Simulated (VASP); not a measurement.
Wanted: the native input for a VASP 6.6.1 run.

- Task: single point
- Functional: PBE
- Dispersion: D3(BJ)
- Potentials or basis: VASP PAW PBE potentials, release 64 (C)
- Cutoff: 520 eV
- k mesh: 15 × 15 × 15
- Occupations: gaussian, width 0.05 eV
- Spin: no spin polarisation
- Dipole correction: no
- Further INCAR settings: ALGO = Normal; EDIFF = 1e-06; NBANDS = 11

The structure of C lies in POSCAR:

```
C
1.0
    1.2324984681      0.7115833223      3.3613878357
   -1.2324984681      0.7115833223      3.3613878357
    0.0000000000     -1.4231666447      3.3613878357
C
2
Direct
    0.1478320611      0.1478320611      0.1899915652
    0.8521679389      0.8521679389      0.8100084348
```

This cell differs from its parent crystal: atoms displaced along a vibrational mode.

These files were run (other wordings do the same):

INCAR

```
SYSTEM = C
PREC     = Accurate       ! precision mode
ENCUT    = 520            ! plane-wave cutoff, eV
EDIFF    = 1E-6           ! SCF threshold, eV
ISMEAR   = 0              ! smearing method
SIGMA    = 0.05           ! smearing width, eV
LREAL    = .FALSE.        ! projectors in reciprocal space
LASPH    = .TRUE.         ! aspherical terms in the spheres
NELM     = 100            ! most SCF steps
ALGO     = Normal         ! electronic algorithm
ISIF     = 2              ! what is computed and relaxed
LWAVE    = .FALSE.        ! write WAVECAR
LCHARG   = .TRUE.         ! write CHGCAR
GGA      = PE             ! functional
IVDW     = 12             ! dispersion correction
LELF     = .TRUE.         ! ELF
LVHAR    = .TRUE.       
NBANDS   = 11             ! bands
```

KPOINTS

```
regular mesh
0
G
  15 15 15
  0 0 0
```

Potentials or basis: VASP PAW PBE potentials, release 64 (C).

The run is started by

```bash
$ cat potpaw_PBE.64/C/POTCAR > POTCAR
$ mpirun -np 1 vasp_std > vasp.out
```

Results of the run:

```yaml
Pressure: 7.2 GPa
Largest_force: 7.411 eV/Å
Dispersion_energy_per_atom: -0.156 eV
```

Caveat: the cell differs from its parent crystal (atoms displaced along a vibrational mode); the cell stands under pressure; forces of over 1 eV/Å act on the atoms, so gaps and moduli don't describe the material at rest.

It took 5.6 min on 1 thread of AMD EPYC 7R43 64-Core Processor (Zen 3), with other jobs on the host, peak memory 0.23 GiB.
